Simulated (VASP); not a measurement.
# SnO2 (P2_1/c) in VASP: single point with PBE

Aim: the single point of SnO2 with PBE.

Everything below comes from runs of VASP 6.6.1. Logs are shortened: lines on timing, memory, paths and dates and some standing lists are left out, and cuts for length are marked.

## 1. The cell of the first run

It takes space group P2_1/c (No. 14, monoclinic). Conventional cell: a = 3.241 Å, b = 4.827 Å, c = 5.692 Å, α = 90.00°, β = 122.09°, γ = 90.00°. Sn (site symmetry -1) has 6 O at 2.07 to 2.11 Å within 2.7 Å. O (site symmetry 1) has 3 Sn at 2.07 to 2.11 Å and 1 O at 2.64 Å within 2.7 Å.

## 2. Single point, PBE (shear of c along a, cell held: +4.5 %, then relaxed in part)

Input file INCAR:

```
PREC = Accurate
ENCUT = 600
EDIFF = 1E-6
ISMEAR = 0
SIGMA = 0.02
LREAL = F
LASPH = T
NELM = 120
ALGO = Normal
ISIF = 2
LWAVE = F
LCHARG = F
GGA = PE
NBANDS = 35
GGA_COMPAT = F
```

Input file KPOINTS:

```
regular mesh
0
Gamma
  6 6 8
```

Input file POSCAR:

```
SnO2
1.0
    4.8271903440      0.0000000000      0.0000000000
    0.0000000000      4.8271903440      0.0000000000
    0.1457168513      0.0000000000      3.2381522517
Sn O
2 4
Direct
    0.5000000000      0.5000000000      0.5000000000
    0.0000000000      0.0000000000      0.0000000000
    0.1945152801      0.8074877307      0.4947676213
    0.8054847199      0.1925122693      0.5052323787
    0.3054847199      0.3074877307      0.0052323787
    0.6945152801      0.6925122693     -0.0052323787
```

Potentials or basis: VASP PAW PBE potentials, release 64 (Sn_d, O).

Command:

```console
> cat potpaw_PBE.64/Sn_d/POTCAR potpaw_PBE.64/O/POTCAR > POTCAR
> mpirun -np 1 vasp_std > vasp.out
```

OUTCAR:

```text
PREC = Accurate
   ENCUT = 600
   EDIFF = 1E-6
   ISMEAR = 0
   LREAL = F
   LASPH = T
   NELM = 120
   ISIF = 2
   GGA = PE

 ion  position               nearest neighbor table
   1  0.500  0.500  0.500-   5 2.07   6 2.07   4 2.09   3 2.09   6 2.11   5 2.11   2 3.73   2 3.73
                             2 3.73   2 3.73
   2  0.000  0.000  0.000-   4 2.07   3 2.07   6 2.09   5 2.09   4 2.11   3 2.11   1 3.73   1 3.73
                             1 3.73   1 3.73
   3  0.195  0.807  0.495-   2 2.07   1 2.09   2 2.11
   4  0.805  0.193  0.505-   2 2.07   1 2.09   2 2.11
   5  0.305  0.307  0.005-   1 2.07   2 2.09   1 2.11
   6  0.695  0.693  0.995-   1 2.07   2 2.09   1 2.11

  LATTYP: Found a simple monoclinic cell.
 ALAT       =     3.2414292227
 B/A-ratio  =     1.4892166425
 C/A-ratio  =     1.4892166425
 COS(beta)  =    -0.0449545066

  Lattice vectors:

 A1 = (   0.1457168513,   0.0000000000,   3.2381522517)
 A2 = (   0.0000000000,   4.8271903440,   0.0000000000)
 A3 = (  -4.8271903440,   0.0000000000,   0.0000000000)

Analysis of symmetry for initial positions (statically):
=====================================================================
 Subroutine PRICEL returns:
 Original cell was already a primitive cell.

 Routine SETGRP: Setting up the symmetry group for a
 simple monoclinic supercell.

 Subroutine GETGRP returns: Found  4 space group operations
 (whereof  2 operations were pure point group operations)
 out of a pool of  4 trial point group operations.

The static configuration has the point symmetry S_2 .
 The point group associated with its full space group is C_2h.

Analysis of symmetry for dynamics (positions and initial velocities):
=====================================================================
 Subroutine PRICEL returns:
 Original cell was already a primitive cell.

 Routine SETGRP: Setting up the symmetry group for a
 simple monoclinic supercell.

 Subroutine GETGRP returns: Found  4 space group operations
 (whereof  2 operations were pure point group operations)
 out of a pool of  4 trial point group operations.

The dynamic configuration has the point symmetry S_2 .
 The point group associated with its full space group is C_2h.

 Subroutine INISYM returns: Found  4 space group operations
 (whereof  2 operations are pure point group operations),
 and found     1 'primitive' translations

----------------------------------------------------------------------------------------

                                     Primitive cell

  volume of cell :      75.4547

  direct lattice vectors                    reciprocal lattice vectors
     4.827190344  0.000000000  0.000000000     0.207159844  0.000000000 -0.009322193
     0.000000000  4.827190344  0.000000000     0.000000000  0.207159844  0.000000000
     0.145716851  0.000000000  3.238152252     0.000000000  0.000000000  0.308818092

  length of vectors
     4.827190344  4.827190344  3.241429223     0.207369488  0.207159844  0.308818092

  position of ions in fractional coordinates (direct lattice)
     0.500000000  0.500000000  0.500000000
     0.000000000  0.000000000  0.000000000
     0.194515280  0.807487731  0.494767621
     0.805484720  0.192512269  0.505232379
     0.305484720  0.307487731  0.005232379
     0.694515280  0.692512269  0.994767621

  ion indices of the primitive-cell ions
   primitive index   ion index
                 1           1
                 2           2
                 3           3
                 4           4
                 5           5
                 6           6

----------------------------------------------------------------------------------------

 KPOINTS: regular mesh

Automatic generation of k-mesh.
 Grid dimensions read from file:
 generate k-points for:    6    6    8

 Generating k-lattice:

  Cartesian coordinates                     Fractional coordinates (reciprocal lattice)
     0.034526641  0.000000000 -0.001553699     0.166666667  0.000000000 -0.000000000
     0.000000000  0.034526641  0.000000000     0.000000000  0.166666667  0.000000000
     0.000000000  0.000000000  0.038602262     0.000000000  0.000000000  0.125000000

  Length of vectors
     0.034561581  0.034526641  0.038602262

  Shift w.r.t. Gamma in fractional coordinates (k-lattice)
     0.000000000  0.000000000  0.000000000

 Subroutine IBZKPT returns following result:
 ===========================================

 Found    104 irreducible k-points:

 Following reciprocal coordinates:
            Coordinates               Weight
  0.000000  0.000000  0.000000      1.000000
  0.166667  0.000000  0.000000      2.000000
  0.333333  0.000000 -0.000000      2.000000
  0.500000  0.000000 -0.000000      1.000000
  0.000000  0.166667  0.000000      2.000000
  0.166667  0.166667  0.000000      4.000000
[... 16 lines left out ...]
  0.000000  0.166667  0.125000      4.000000
  0.166667  0.166667  0.125000      4.000000
 [... further k-points ...]
   k-points           NKPTS =    104   k-points in BZ     NKDIM =    104   number of bands    NBANDS=     35
   number of dos      NEDOS =    301   number of ions     NIONS =      6
   total plane-waves  NPLWV =  44800
   dimension x,y,z NGX =    40 NGY =   40 NGZ =   28
   dimension x,y,z NGXF=    80 NGYF=   80 NGZF=   56
   ions per type =               2   4
   NGX,Y,Z   is equivalent  to a cutoff of  13.78, 13.78, 14.36 a.u.
   NGXF,Y,Z  is equivalent  to a cutoff of  27.55, 27.55, 28.72 a.u.
 SYSTEM =  unknown system
   PREC   = accura    normal or accurate (medium, high low for compatibility)
   ISTART =      0    job   : 0-new  1-cont  2-samecut
   ICHARG =      2    charge: 1-file 2-atom 10-const
   ISPIN  =      1    spin polarized calculation?
   LNONCOLLINEAR =      F non collinear calculations
   LSORBIT =      F    spin-orbit coupling
   LASPH  =      T    aspherical Exc in radial PAW
   ENCUT  =  600.0 eV  44.10 Ry    6.64 a.u.   9.64  9.64  6.47*2*pi/ulx,y,z
   NELM   =    120;   NELMIN=  2; NELMDL= -5     # of ELM steps
   EDIFF  = 0.1E-05   stopping-criterion for ELM
   LREAL  =      F    real-space projection
   EDIFFG = 0.1E-04   stopping-criterion for IOM
   NSW    =      0    number of steps for IOM
   IBRION =     -1    ionic relax: 0-MD 1-quasi-New 2-CG
   NFREE  =      0    steps in history (QN), initial steepest desc. (CG)
   ISIF   =      2    stress and relaxation
   ISYM   =      2    0-nonsym 1-usesym 2-fastsym
   POTIM  = 0.5000    time-step for ionic-motion
   TEBEG  =    0.0;   TEEND  =   0.0 temperature during run
   PSTRESS=    0.0 pullay stress
   NELECT =      52.0000    total number of electrons
   NUPDOWN=      -1.0000    fix difference up-down
   EMIN   =  10.00;   EMAX   =-10.00  energy-range for DOS
   EFERMI =   0.00;   METHOD = LEGACY
   ISMEAR =     0;   SIGMA  =   0.02  broadening in eV -4-tet -1-fermi 0-gaus
   EFERMI_NEDOS =   21; number of points for ismear=-14 and -15
   IALGO  =     38    algorithm
   IMIX   =      4    mixing-type and parameters
     AMIX     =   0.40;   BMIX     =  1.00
     AMIX_MAG =   1.60;   BMIX_MAG =  1.00
  volume/ion in A,a.u.               =      12.58        84.87
  Fermi-wavevector in a.u.,A,eV,Ry     =   1.446041  2.732621 28.450248  2.091034
  Thomas-Fermi vector in A             =   2.564154
   LORBIT       =      0    0 simple, 1 ext, 2 COOP (PROOUT), +10 PAW based schemes
   GGA     = PE    functional components
   LHFCALC =     F    Hartree Fock is set to
   AEXX    =    0.0000 exact exchange contribution
   IVDW    =     0    specifies the selected vdW correction
   LEPSILON=     F    determine dielectric tensor
   LRPA    =     F    only Hartree local field effects (RPA)
 non-spin polarized calculation
 Gauss-broadening in eV      SIGMA  =   0.02
  energy-cutoff  :      600.00
  volume of cell :       75.45
 maximum number of plane-waves:      2545
 NGX is ok and might be reduce to    40
   NGX = 19   NGY = 19   NGZ = 13

 number of electron      52.0000005 magnetization

 Free energy of the ion-electron system (eV)
  ---------------------------------------------------
  ext. energy  EPLUGINS =         0.00000000
  ---------------------------------------------------
  free energy    TOTEN  =       -37.27993787 eV

  energy without entropy =      -37.27993787  energy(sigma->0) =      -37.27993787

 E-fermi :   5.6864     XC(G=0): -10.9777

 val. band max:        5.5458036867   @ k =   0.0000   0.0000   0.0000
 cond. band min:       6.1997197258   @ k =   0.0000   0.0000   0.0000
 fundamental gap:      0.6539160391
 Fermi energy:         5.6864214391

 k-point     1 :       0.0000    0.0000    0.0000
  band No.  band energies     occupation
      1     -15.5027      2.00000
      2     -14.8383      2.00000
      3     -14.6483      2.00000
      4     -14.6283      2.00000
      5     -14.6216      2.00000
      6     -14.5516      2.00000
[... 27 lines left out ...]
     34      17.0268      0.00000
     35      17.7635      0.00000

 k-point     2 :       0.1667    0.0000    0.0000
  band No.  band energies     occupation
      1     -15.4652      2.00000
      2     -14.8798      2.00000
      3     -14.6473      2.00000
      4     -14.6278      2.00000
      5     -14.6203      2.00000
      6     -14.5791      2.00000
[... 27 lines left out ...]
     34      17.1300      0.00000
     35      17.7855      0.00000

 k-point     3 :       0.3333    0.0000   -0.0000
  band No.  band energies     occupation
      1     -15.3571      2.00000
      2     -15.0128      2.00000
      3     -14.6447      2.00000
      4     -14.6310      2.00000
      5     -14.6176      2.00000
      6     -14.6102      2.00000
[... 27 lines left out ...]
     34      17.5213      0.00000
     35      17.7623      0.00000

 k-point     4 :       0.5000    0.0000   -0.0000
  band No.  band energies     occupation
      1     -15.1940      2.00000
      2     -15.1940      2.00000
      3     -14.6398      2.00000
      4     -14.6398      2.00000
      5     -14.6155      2.00000
      6     -14.6155      2.00000
[... 27 lines left out ...]
     34      17.4891      0.00000
     35      17.8572      0.00000

 k-point     5 :       0.0000    0.1667    0.0000
  band No.  band energies     occupation
      1     -15.4652      2.00000
      2     -14.8798      2.00000
      3     -14.6474      2.00000
      4     -14.6278      2.00000
      5     -14.6205      2.00000
      6     -14.5791      2.00000
[... 638 lines left out ...]
 k-point    22 :      -0.1667    0.0000    0.1250
  band No.  band energies     occupation
      1     -15.3974      2.00000
      2     -14.8587      2.00000
      3     -14.7492      2.00000
      4     -14.7090      2.00000
      5     -14.6181      2.00000
      6     -14.5752      2.00000
[... 27 lines left out ...]
     34      17.2994      0.00000
     35      17.5718      0.00000

 k-point    23 :       0.0000    0.1667    0.1250
  band No.  band energies     occupation
      1     -15.4057      2.00000
      2     -14.8483      2.00000
      3     -14.7443      2.00000
      4     -14.7221      2.00000
      5     -14.6195      2.00000
      6     -14.5643      2.00000
[... 27 lines left out ...]
     34      17.1134      0.00000
     35      17.6526      0.00000

 k-point    24 :       0.1667    0.1667    0.1250
  band No.  band energies     occupation
      1     -15.3844      2.00000
      2     -14.8868      2.00000
      3     -14.7514      2.00000
      4     -14.7262      2.00000
      5     -14.6198      2.00000
      6     -14.5599      2.00000
[... 27 lines left out ...]
     34      17.2974      0.00000
     35      17.6726      0.00000

 [... further k-points ...]

------------------------ aborting loop because EDIFF is reached ----------------------------------------

  FORCE on cell =-STRESS in cart. coord.  units (eV):
  Direction    XX          YY          ZZ          XY          YZ          ZX
  --------------------------------------------------------------------------------------
  -------------------------------------------------------------------------------------
  Total        0.1579138      0.2346727      0.2816485      0.0000000      0.0000000     -1.7992666
  in kB        3.3530846      4.9829555      5.9804236      0.0000000      0.0000000    -38.2049816
  external PRESSURE =       4.7721546 kB  Pullay stress =       0.0000000 kB

 VOLUME and BASIS-vectors are now :
 -----------------------------------------------------------------------------
  energy-cutoff  :      600.00
  volume of cell :       75.45
      direct lattice vectors                 reciprocal lattice vectors
     4.827190344  0.000000000  0.000000000     0.207159844  0.000000000 -0.009322193
     0.000000000  4.827190344  0.000000000     0.000000000  0.207159844  0.000000000
     0.145716851  0.000000000  3.238152252     0.000000000  0.000000000  0.308818092

 POSITION                                       TOTAL-FORCE (eV/Angst)
 -----------------------------------------------------------------------------------
      2.48645      2.41360      1.61908        -0.000000      0.000000      0.000000
      0.00000      0.00000      0.00000         0.000000      0.000000      0.000000
      1.01106      3.89790      1.60213         0.012849     -0.010054     -0.005344
      3.96185      0.92929      1.63602        -0.012849      0.010054      0.005344
      1.47540      1.48430      0.01694        -0.012849     -0.010054      0.005344
      3.49751      3.34289      3.22121         0.012849      0.010054     -0.005344
 -----------------------------------------------------------------------------------
    total drift:                               -0.000000     -0.000000     -0.000000

  FREE ENERGIE OF THE ION-ELECTRON SYSTEM (eV)
  ---------------------------------------------------
  free  energy   TOTEN  =       -37.2799378661 eV

  energy  without entropy=      -37.2799378661  energy(sigma->0) =      -37.27993787
```

It took 3 min on 1 thread of Intel Xeon 6975P-C (Granite Rapids), shared host; peak memory 0.38 GiB.

Results:

```
Free energy            : -37.2799 eV
Pressure               : 0.5 GPa
Largest force          : 0.017 eV/Å
Band gap on the k mesh : 0.65 eV
```

Forces in eV/Å, atoms in the order of the input:
```
Sn   0.000  0.000  0.000
Sn   0.000  0.000  0.000
O    0.013 -0.010 -0.005
O   -0.013  0.010  0.005
O   -0.013 -0.010  0.005
O    0.013  0.010 -0.005
```

Levels at points of the mesh, in eV from the valence-band top:
```tsv
k point	band 23	band 24	band 25	band 26	band 27	band 28	band 29	band 30
(0.00, 0.00, 0.00)	-1.27	-0.75	-0.73	0.00	0.65	5.67	5.99	6.03
(0.50, 0.00, 0.00)	-1.22	-1.22	-0.61	-0.61	3.85	3.85	6.76	6.76
(0.00, 0.50, 0.00)	-1.24	-1.24	-0.60	-0.60	3.86	3.86	6.79	6.79
(0.50, 0.50, 0.00)	-1.34	-1.34	-0.86	-0.86	4.25	4.25	7.10	7.10
(0.00, 0.00, 0.50)	-1.54	-1.54	-1.18	-1.18	5.56	5.56	9.25	9.25
(0.50, 0.00, 0.50)	-1.17	-0.88	-0.87	-0.64	5.73	5.92	7.41	7.78
(0.00, 0.50, 0.50)	-1.03	-1.03	-0.75	-0.75	5.81	5.81	7.56	7.56
(0.50, 0.50, 0.50)	-0.97	-0.97	-0.74	-0.74	4.32	4.32	8.57	8.57
```

Caveat: the cell differs from its parent crystal (shear of c along a, cell held: +4.5 %, then relaxed in part); spin-orbit coupling is left out, which moves the levels of the heavy elements.
